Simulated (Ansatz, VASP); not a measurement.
## CdF2 in VASP and in Ansatz

```
Cd F
1.0
     0.00000    2.69400    2.69400
     2.69400    0.00000    2.69400
     2.69400    2.69400    0.00000
Cd F
1 2
Direct
  0.00000 0.00000 0.00000
  0.25000 0.25000 0.25000
  0.75000 0.75000 0.75000
```

Alike in both runs: task relaxation of cell and atoms; functional r2SCAN; k mesh 8 × 8 × 8; occupations fermi-dirac, width 0.02 eV; no spin polarisation.

|  | VASP | Ansatz |
| --- | --- | --- |
| version | VASP 6.6.1 | Ansatz 0.2.0 |
| potentials or method | VASP PAW PBE potentials, release 64 (Cd, F), cutoff 600 eV | PAW plane waves |
| valence electrons in the cell | 26 | 34 |

Ansatz gave:

```
gap on the k mesh at the Fermi level, each at its own relaxed structure (eV) : 3.78
relaxed volume (Å³/atom)                                                     : 13.06
relaxed length of the cell vector where the two differ most in proportion (Å)              : 3.812
```

**Question.** What did VASP give for the same quantities?

**Answer.** gap on the k mesh at the Fermi level, each at its own relaxed structure (eV): 3.73; relaxed volume (Å³/atom): 13.13; relaxed length of the cell vector where the two differ most in proportion (Å): 3.819.

VASP's potentials were made for PBE, not for r2SCAN. VASP's potentials hold 26 valence electrons a cell and Ansatz's 34, so a difference there can come from the potentials and not from the codes.
